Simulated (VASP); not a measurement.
Crystal: Se.

```
Se
1.0
     3.48204    0.00000    0.00000
    -1.74102    3.01553    0.00000
     0.00000    0.00000    3.89935
Se
2
Direct
  0.33333 0.66667 0.25000
  0.66667 0.33333 0.75000
```

This isn't the form of Se at room conditions, which is trigonal, of chains.

```yaml
Program: VASP 6.6.1
Task: relaxation of cell and atoms
Functional: PBEsol
Potentials_or_basis: VASP PAW PBE potentials, release 64 (Se)
Cutoff: 600 eV
k_mesh: 15 × 15 × 12
Occupations: gaussian, width 0.1 eV
Spin: no spin polarisation
```

At the start: pressure 0.9 GPa; volume 20.47 Å³/atom.

Q: How do energy, volume and symmetry change on relaxing?

A: Over 6 steps the energy falls by 9.6 meV/atom and the volume is 21.13 Å³/atom (+3.2 %); space group P6_3/mmc (No. 194, to 0.1 Å) before and after.

The path:
| step | energy change (eV) | largest force (eV/Å) | pressure (GPa) | volume (Å³) |
| --- | --- | --- | --- | --- |
| 1 | 0.0000 | 0.0000 | 0.93 | 40.94 |
| 2 | -0.0114 | 0.0000 | 0.08 | 41.65 |
| 3 | -0.0164 | 0.0000 | -1.21 | 42.92 |
| 4 | -0.0170 | 0.0000 | -0.89 | 42.59 |
| 5 | -0.0180 | 0.0000 | 0.69 | 42.01 |
| 6 | -0.0191 | 0.0000 | 0.02 | 42.25 |

Final structure:
```
CELL_PARAMETERS angstrom
3.58643 0.00000 0.00000
-1.79322 3.10594 0.00000
0.00000 0.00000 3.79298
ATOMIC_POSITIONS crystal
Se 0.33333 0.66667 0.25000
Se 0.66667 0.33333 0.75000
```

Caveat: the PAW data sets were made with another functional, which shifts forces and pressure a little.
